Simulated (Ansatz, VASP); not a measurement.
# Sn: VASP beside Ansatz

```
Sn
1.0
     0.00000    2.41066    2.41066
     2.41066    0.00000    2.41066
     2.41066    2.41066    0.00000
Sn
1
Direct
  0.00000 0.00000 0.00000
```

Alike in both runs: functional PBE; k mesh 8 × 8 × 8; occupations gaussian, width 0.1 eV; no spin polarisation.

Ansatz relaxed the structure, and its values are those at the end. VASP's run is a single point on that final structure, the one shown.

|  | VASP | Ansatz |
| --- | --- | --- |
| version | VASP 6.6.1 | Ansatz 0.2.0 |
| potentials or method | VASP PAW PBE potentials, release 64 (Sn_d), cutoff 500 eV | scalar-relativistic, plane waves, PAW |
| valence electrons in the cell | 14 | 14 |

|  | VASP | Ansatz | Ansatz less VASP |
| --- | --- | --- | --- |
| gap on the k mesh at the Fermi level (eV) | none | none | - |
| pressure (GPa) | 0.0 | 0.0 | -0.02 |

A gap of «none» marks a metal or a gap that the smearing closes.
